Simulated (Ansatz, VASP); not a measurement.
## Two plane-wave programs on Ba

The input INCAR:

```
SYSTEM = Ba
  PREC = Accurate
  ENCUT = 520
  EDIFF = 1E-6
  ISMEAR = 0
  SIGMA = 0.15
  LREAL = .FALSE.
  LASPH = .TRUE.
  NELM = 80
  ALGO = Normal
  ISIF = 2
  LWAVE = .FALSE.
  LCHARG = .FALSE.
  GGA = PE
  NBANDS = 11
```

KPOINTS

```
Automatic mesh
0
G
  14 14 14
  0 0 0
```

POSCAR

```
Ba
1.0
   -1.3576342281      2.7152684562      2.7152684562
    2.7152684562     -1.3576342281      2.7152684562
    2.7152684562      2.7152684562     -1.3576342281
Ba
1
Direct
    0.0000000000      0.0000000000      0.0000000000
```

Input for Ansatz:

```yaml
crystal:
  lattice:
    - [-1.3576342281, 2.7152684562, 2.7152684562]
    - [2.7152684562, -1.3576342281, 2.7152684562]
    - [2.7152684562, 2.7152684562, -1.3576342281]
  atoms:
    - { symbol: Ba, position: [0.0, 0.0, 0.0] }
basis:
  ecutwfc: 420
kpoints:
  mp_grid: { grid: [14, 14, 14] }
hamiltonian:
  xc: pbe
scf:
  occupations: { method: gaussian, width: 0.15 }
output:
  forces: true
  stress: true
  eigenvalues: true
```

Alike in both runs: task single point; functional PBE; k mesh 14 × 14 × 14; occupations gaussian, width 0.15 eV; no spin polarisation.

|  | VASP | Ansatz |
| --- | --- | --- |
| version | VASP 6.6.1 | Ansatz 0.2.0 |
| potentials or method | VASP PAW PBE potentials, release 64 (Ba_sv), cutoff 520 eV | scalar-relativistic, plane waves, PAW |
| valence electrons in the cell | 10 | 10 |

|  | VASP | Ansatz | Ansatz less VASP |
| --- | --- | --- | --- |
| gap on the k mesh at the Fermi level (eV) | none | none | - |
| pressure (GPa) | -0.5 | -0.6 | -0.08 |

A gap of «none» marks a metal or a gap that the smearing closes.

Spin-orbit coupling is off throughout.
